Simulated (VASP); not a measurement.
# BN (R3m) in VASP: a series of runs

BN is run at these levels: PBEsol; tasks: vibrations by perturbation theory.

Everything below comes from runs of VASP 6.6.1. Logs are shortened: lines on timing, memory, paths and dates and some standing lists are left out, and cuts for length are marked.

## 1. The cell of the first run

It takes space group R3m (No. 160, trigonal). Conventional cell: a = 2.472 Å, b = 2.472 Å, c = 7.927 Å, α = 90.00°, β = 90.00°, γ = 120.00°. Within 1.9 Å of B (site symmetry 3m) lie 3 N at 1.43 Å. N (site symmetry 3m) has 3 B at 1.43 Å within 1.9 Å.

## 2. Vibrations by perturbation theory, PBEsol

INCAR reads:

```
PREC     = Accurate       # precision mode
ENCUT    = 520            # plane-wave cutoff, eV
EDIFF    = 1E-8           # SCF threshold, eV
ISMEAR   = 0              # smearing method
SIGMA    = 0.01           # smearing width, eV
LREAL    = F              # projectors in reciprocal space
LASPH    = T              # aspherical terms in the spheres
NELM     = 60             # most SCF steps
ALGO     = Normal         # electronic algorithm
ISIF     = 2              # what is computed and relaxed
LWAVE    = F              # write WAVECAR
LCHARG   = T              # write CHGCAR
GGA      = PS             # functional
IBRION   = 8              # ionic algorithm
NSW      = 1              # ionic steps
LEPSILON = T              # dielectric tensor by DFPT
```

KPOINTS reads:

```
Automatic mesh
0
Gamma
  12 12 12
```

POSCAR reads:

```
BN
1.0
    2.4616394404      0.0016060996     -0.2218616195
   -1.2222188617      2.1367889111      0.2218289781
   -0.9967331947     -0.8506325794      2.7020996913
B N
1 1
Direct
    0.9951419891      0.9934755654      0.0000035545
    0.6530070109      0.3224084346      0.9868014455
```

Potentials or basis: VASP PAW PBE potentials, release 64 (B, N).

On the command line:

```console
$ cat potpaw_PBE.64/B/POTCAR potpaw_PBE.64/N/POTCAR > POTCAR
$ mpirun -np 1 vasp_std > vasp.out
```

OUTCAR:

```text
PREC = Accurate
   ENCUT = 520
   EDIFF = 1E-8
   ISMEAR = 0
   LREAL = F
   LASPH = T
   NELM = 60
   ISIF = 2
   GGA = PS
   IBRION = 8
   NSW = 1
   LEPSILON = T

 ion  position               nearest neighbor table
   1  0.995  0.993  0.000-   2 1.43   2 1.43   2 1.43
   2  0.653  0.322  0.987-   1 1.43   1 1.43   1 1.43

  LATTYP: Found a trigonal (rhomboedric) cell.
 ALAT       =     3.0030643663
 COS(alpha) =     0.6613089284

  Lattice vectors:

 A1 = (  -0.9967331947,  -0.8506325794,   2.7020996913)
 A2 = (   1.4649062457,  -0.8490264798,   2.4802380718)
 A3 = (   0.2426873840,   1.2877624313,   2.7020670499)

Analysis of symmetry for initial positions (statically):
=====================================================================
 Subroutine PRICEL returns:
 Original cell was already a primitive cell.

 Routine SETGRP: Setting up the symmetry group for a
 trigonal (rhombohedral) supercell.

 Subroutine GETGRP returns: Found  6 space group operations
 (whereof  1 operations were pure point group operations)
 out of a pool of 12 trial point group operations.

The static configuration has the point symmetry C_1 .
 The point group associated with its full space group is C_3v.

Analysis of symmetry for dynamics (positions and initial velocities):
=====================================================================
 Subroutine PRICEL returns:
 Original cell was already a primitive cell.

 Routine SETGRP: Setting up the symmetry group for a
 trigonal (rhombohedral) supercell.

 Subroutine GETGRP returns: Found  6 space group operations
 (whereof  1 operations were pure point group operations)
 out of a pool of 12 trial point group operations.

The dynamic configuration has the point symmetry C_1 .
 The point group associated with its full space group is C_3v.

 Subroutine INISYM returns: Found  6 space group operations
 (whereof  1 operations are pure point group operations),
 and found     1 'primitive' translations

[... 497 lines left out ...]

 MACROSCOPIC STATIC DIELECTRIC TENSOR (including local field effects in DFT)
 ------------------------------------------------------
           5.540081     0.006467    -0.123749
           0.006467     5.547494     0.071704
          -0.123749     0.071704     4.178779
 ------------------------------------------------------

 PIEZOELECTRIC TENSOR (including local field effects)  for field in x, y, z        (e  Angst)
          XX          YY          ZZ          XY          YZ          ZX
  --------------------------------------------------------------------------------
  x     0.02251     0.02462    -0.06319    -1.19042     0.11213     0.01926
  y    -1.19833     1.17103     0.03661     0.01098     0.14770     0.11213
  z     0.17063     0.29907    -0.64775     0.11213     0.04452    -0.07684

 PIEZOELECTRIC TENSOR (including local field effects)  for field in x, y, z        (C/m^2)
          XX          YY          ZZ          XY          YZ          ZX
  --------------------------------------------------------------------------------
  x     0.02580     0.02822    -0.07242    -1.36435     0.12852     0.02207
  y    -1.37341     1.34212     0.04196     0.01258     0.16928     0.12852
  z     0.19556     0.34277    -0.74239     0.12852     0.05102    -0.08806

 BORN EFFECTIVE CHARGES (including local field effects) (in |e|, cummulative output)
 ---------------------------------------------------------------------------------
 ion    1
    1     2.62158     0.00598    -0.11453
    2     0.00598     2.62844     0.06636
    3    -0.11453     0.06636     1.36170
 ion    2
    1    -2.62158    -0.00598     0.11453
    2    -0.00598    -2.62844    -0.06636
    3     0.11453    -0.06636    -1.36170

 INTERNAL STRAIN TENSOR FOR ION    2 for displacements in x,y,z  (eV/Angst):
          X           Y           Z          XY          YZ          ZX
  --------------------------------------------------------------------------------
  x    -0.02719     0.00245     0.30581   -15.88558     1.41823     0.23842
  y   -15.79739    15.81180    -0.17727     0.13674     2.06160     1.41823
  z    -1.25098     0.37342     3.99512     1.41823    -0.25508     0.45802

 SECOND DERIVATIVES (NOT SYMMETRIZED)
 ------------------------------------
               1X          1Y          1Z          2X          2Y          2Z
  1X   -45.792860   -0.173048    3.312143   45.792860    0.173048   -3.312143
  1Y    -0.173048  -45.991240   -1.919168    0.173048   45.991240    1.919168
  1Z     3.312143   -1.919168   -9.356022   -3.312143    1.919168    9.356022
  2X    45.801233    0.172880   -3.308924  -45.801233   -0.172880    3.308924
  2Y     0.172880   45.999420    1.917302   -0.172880  -45.999420   -1.917302
  2Z    -3.308924    1.917302    9.399807    3.308924   -1.917302   -9.399807

 Eigenvectors and eigenvalues of the dynamical matrix
 ----------------------------------------------------

   1 f  =   42.973053 THz   270.007656 2PiTHz 1433.426759 cm-1   177.722188 meV
             X         Y         Z           dx          dy          dz
      1.235433  2.124443 -0.000393    -0.376706   -0.649872    0.000013
      0.229836 -0.149438  2.593078     0.331050    0.571109   -0.000012
[... 21 lines left out ...]
   6 f/i=    0.023136 THz     0.145370 2PiTHz    0.771745 cm-1     0.095684 meV
             X         Y         Z           dx          dy          dz
      1.235433  2.124443 -0.000393     0.059275   -0.034346    0.657445
      0.229836 -0.149438  2.593078     0.067290   -0.038990    0.746341

--------------------------------------------------------------------------------------------------------

 MACROSCOPIC STATIC DIELECTRIC TENSOR IONIC CONTRIBUTION
 ------------------------------------------------------
           1.950611    -0.003140     0.060108
          -0.003140     1.947012    -0.034829
           0.060108    -0.034829     2.611904
 ------------------------------------------------------

 ELASTIC MODULI CONTR FROM IONIC RELAXATION (kBar)
 Direction    XX          YY          ZZ          XY          YZ          ZX
 --------------------------------------------------------------------------------
 XX        -618.8316    612.7855     23.1361      8.6467     77.6629     58.2411
 YY         612.7855   -616.6202     21.8897     -6.7106    -80.3226    -53.6308
 ZZ          23.1361     21.8897   -205.3054     -1.0942     12.0018    -20.7330
 XY           8.6467     -6.7106     -1.0942   -624.8901     55.4895      8.3798
 YZ          77.6629    -80.3226     12.0018     55.4895    -15.9462     -6.7944
 ZX          58.2411    -53.6308    -20.7330      8.3798     -6.7944     -7.3028
 --------------------------------------------------------------------------------

 PIEZOELECTRIC TENSOR IONIC CONTR  for field in x, y, z        (C/m^2)
          XX          YY          ZZ          XY          YZ          ZX
  --------------------------------------------------------------------------------
  x     0.00582     0.00419    -0.05831     1.03347    -0.09001    -0.02115
  y     1.02520    -1.03100     0.03379    -0.00917    -0.13436    -0.09001
  z     0.12700     0.02391    -0.68670    -0.09001     0.04153    -0.07258
```

OSZICAR:

```text
N       E                     dE             d eps       ncg     rms          rms(c)
DAV:   1     0.108582469785E+02    0.10858E+02   -0.52530E+03  3104   0.981E+02
DAV:   2    -0.194507969347E+02   -0.30309E+02   -0.29285E+02  4232   0.178E+02
DAV:   3    -0.197462157905E+02   -0.29542E+00   -0.29542E+00  3504   0.220E+01
DAV:   4    -0.197466715949E+02   -0.45580E-03   -0.45580E-03  4888   0.728E-01
[... 140 lines left out ...]
RMM:   7    -0.236538882662E+00    0.48381E-05    0.23084E-06 25551   0.125E-03    0.746E-05
RMM:   8    -0.236540199575E+00   -0.13169E-05   -0.18524E-07 26198   0.244E-04    0.431E-05
RMM:   9    -0.236539857601E+00    0.34197E-06    0.22548E-07 28691   0.924E-05    0.474E-06
RMM:  10    -0.236539884077E+00   -0.26476E-07    0.96917E-08 34790   0.460E-05    0.255E-06
RMM:  11    -0.236539890735E+00   -0.66587E-08    0.28053E-08 34712   0.430E-05    0.496E-07
 Linear response finished
```

stdout:

```text
POSCAR found type information on POSCAR B N
 POSCAR found :  2 types and       2 ions
 scaLAPACK will be used
 -----------------------------------------------------------------------------
|                                                                             |
|                                                                             |
[... 39 lines left out ...]
 first order change of Fermi-energy  -0.15082E+00
 force on displaced ion       1 direction 1 : -45.793  -0.177   3.312
 Born effective charge ion    1 direction 1 :   2.622   0.004  -0.115
 Linear response progress:
 first order change of Fermi-energy   0.15080E+00
 force on displaced ion       2 direction 1 : -45.801  -0.188   3.308
 Born effective charge ion    2 direction 1 :  -2.621  -0.003   0.115
 Born effective charges drift removed
 Linear response finished
```

It took 3.5 min on 1 thread of Intel Xeon 6975P-C (Granite Rapids), shared host; peak memory 0.34 GiB.

Results:

* Electronic dielectric tensor (diagonal): 5.54, 5.55, 4.18
* Born charges (mean of the diagonal): B +2.20; N -2.20 e
* Highest phonon frequency at Γ, LO-TO splitting left out: 1433 cm⁻¹

Phonon frequencies in cm⁻¹ (negative: imaginary):
```tsv
q point	frequencies
(0.000, 0.000, 0.000)	-1 0 0 633 1433 1433
```

Electronic dielectric tensor:
```
 5.54  0.01 -0.12
 0.01  5.55  0.07
-0.12  0.07  4.18
```

Born effective charge tensors (e):
atom 1, B
```
 2.62  0.01 -0.11
 0.01  2.63  0.07
-0.11  0.07  1.36
```
atom 2, N
```
-2.62 -0.01  0.11
-0.01 -2.63 -0.07
 0.11 -0.07 -1.36
```

Caveat: the cell wasn't relaxed at this level first, which shifts response properties; the PAW data sets were made with another functional, which shifts forces and pressure a little.

## 3. Vibrations by perturbation theory, PBEsol

This run uses another cell than the first one, of 7.26 Å³/atom, 1.038 times its volume.

INCAR reads:

```
PREC = Accurate
ENCUT = 520
EDIFF = 1E-8
ISMEAR = 0
SIGMA = 0.01
LREAL = False
LASPH = True
NELM = 60
ALGO = Normal
ISIF = 2
LWAVE = False
LCHARG = False
GGA = PS
NBANDS = 11
IBRION = 8
NSW = 1
LEPSILON = True
```

KPOINTS is that of step 2.

POSCAR reads:

```
BN
1.0
    2.4683708453      0.0016043822     -0.2223553088
   -1.2255663443      2.1426289682      0.2223225766
   -0.9924599776     -0.8570078662      2.7883674925
B N
1 1
Direct
    0.9936908547      0.9927501954     -0.0021729499
    0.6544581453      0.3231338046      0.9889779499
```

Potentials or basis: VASP PAW PBE potentials, release 64 (B, N).

On the command line:

```console
$ cat potpaw_PBE.64/B/POTCAR potpaw_PBE.64/N/POTCAR > POTCAR
$ mpirun -np 1 vasp_std > vasp.out
```

OUTCAR:

```text
PREC = Accurate
   ENCUT = 520
   EDIFF = 1E-8
   ISMEAR = 0
   LREAL = False
   LASPH = True
   NELM = 60
   ISIF = 2
   GGA = PS
   IBRION = 8
   NSW = 1
   LEPSILON = True

 ion  position               nearest neighbor table
   1  0.994  0.993  0.998-   2 1.43   2 1.43   2 1.43
   2  0.654  0.323  0.989-   1 1.43   1 1.43   1 1.43

  LATTYP: Found a trigonal (rhomboedric) cell.
 ALAT       =     3.0813037116
 COS(alpha) =     0.6765315015

  Lattice vectors:

 A1 = (   0.2503445234,   1.2872254842,   2.7883347603)
 A2 = (  -0.9924599776,  -0.8570078662,   2.7883674925)
 A3 = (   1.4759108677,  -0.8554034840,   2.5660121837)

Analysis of symmetry for initial positions (statically):
=====================================================================
 Subroutine PRICEL returns:
 Original cell was already a primitive cell.

 Routine SETGRP: Setting up the symmetry group for a
[... 636 lines left out ...]

 SECOND DERIVATIVES (NOT SYMMETRIZED)
 ------------------------------------
               1X          1Y          1Z          2X          2Y          2Z
  1X   -44.869215   -0.164278    3.146076   44.869215    0.164278   -3.146076
  1Y    -0.164278  -45.057542   -1.822943    0.164278   45.057542    1.822943
  1Z     3.146076   -1.822943  -10.241112   -3.146076    1.822943   10.241112
  2X    44.865935    0.164220   -3.144972  -44.865935   -0.164220    3.144972
  2Y     0.164220   45.054196    1.822303   -0.164220  -45.054196   -1.822303
  2Z    -3.144972    1.822303   10.249977    3.144972   -1.822303  -10.249977

 Eigenvectors and eigenvalues of the dynamical matrix
 ----------------------------------------------------

   1 f  =   42.530851 THz   267.229220 2PiTHz 1418.676491 cm-1   175.893388 meV
             X         Y         Z           dx          dy          dz
      0.245813  1.273544  2.782067     0.376514    0.650030    0.000012
      0.237902 -0.154156  2.683952    -0.330840   -0.571177   -0.000011
[... 21 lines left out ...]
   6 f/i=    0.004495 THz     0.028244 2PiTHz    0.149945 cm-1     0.018591 meV
             X         Y         Z           dx          dy          dz
      0.245813  1.273544  2.782067     0.059180   -0.034291    0.656706
      0.237902 -0.154156  2.683952     0.067317   -0.039006    0.746998

--------------------------------------------------------------------------------------------------------

 MACROSCOPIC STATIC DIELECTRIC TENSOR IONIC CONTRIBUTION
 ------------------------------------------------------
           1.941283     0.000455    -0.008716
           0.000455     1.941805     0.005050
          -0.008716     0.005050     1.845327
 ------------------------------------------------------

 ELASTIC MODULI CONTR FROM IONIC RELAXATION (kBar)
 Direction    XX          YY          ZZ          XY          YZ          ZX
 --------------------------------------------------------------------------------
 XX        -560.2452    557.3814     11.8394      4.0846     56.5207     51.9232
 YY         557.3814   -561.0863     13.1090     -4.8142    -57.9846    -49.4023
 ZZ          11.8394     13.1090    -94.7626      1.1034      5.6118     -9.6793
 XY           4.0846     -4.8142      1.1034   -564.7258     50.4051     -5.9569
 YZ          56.5207    -57.9846      5.6118     50.4051    -10.7809     -4.1077
 ZX          51.9232    -49.4023     -9.6793     -5.9569     -4.1077     -5.6488
 --------------------------------------------------------------------------------

 PIEZOELECTRIC TENSOR IONIC CONTR  for field in x, y, z        (C/m^2)
          XX          YY          ZZ          XY          YZ          ZX
  --------------------------------------------------------------------------------
  x     0.00823     0.00209    -0.03629     0.98158    -0.08668     0.00584
  y     0.97618    -0.98216     0.02103    -0.00650    -0.10159    -0.08668
  z     0.10108     0.00180    -0.39113    -0.08668     0.02600    -0.04560
```

stdout:

```text
POSCAR found type information on POSCAR B N
 POSCAR found :  2 types and       2 ions
 scaLAPACK will be used
 -----------------------------------------------------------------------------
|                                                                             |
|                                                                             |
[... 39 lines left out ...]
 first order change of Fermi-energy  -0.11209E+01
 force on displaced ion       1 direction 1 : -44.872  -0.168   3.146
 Born effective charge ion    1 direction 1 :   2.641   0.005  -0.129
 Linear response progress:
 first order change of Fermi-energy   0.11209E+01
 force on displaced ion       2 direction 1 : -44.878  -0.178   3.145
 Born effective charge ion    2 direction 1 :  -2.640  -0.004   0.129
 Born effective charges drift removed
 Linear response finished
```

It took 7.2 min on 1 thread of Intel Xeon Platinum 8375C at 2.90GHz (Ice Lake), shared host; peak memory 0.41 GiB.

What came out:

```yaml
Electronic_dielectric_tensor_diagonal: 5.47, 5.48, 3.89
Born_charges_mean_of_the_diagonal: B +2.17; N -2.17 e
Highest_phonon_frequency_at_Γ_LO-TO_splitting_left_out: 1419 cm⁻¹
```

Phonon frequencies in cm⁻¹ (negative: imaginary):
| q point | frequencies |
| --- | --- |
| (0.000, 0.000, 0.000) | 0 0 0 663 1419 1419 |

Electronic dielectric tensor:
```
 5.47  0.01 -0.14
 0.01  5.48  0.08
-0.14  0.08  3.89
```

Born effective charge tensors (e):
atom 1, B
```
 2.64  0.01 -0.13
 0.01  2.65  0.07
-0.13  0.07  1.22
```
atom 2, N
```
-2.64 -0.01  0.13
-0.01 -2.65 -0.07
 0.13 -0.07 -1.22
```

Caveat: the cell wasn't relaxed at this level first, which shifts response properties; the PAW data sets were made with another functional, which shifts forces and pressure a little.

(Part 1 of 2 ends here.)
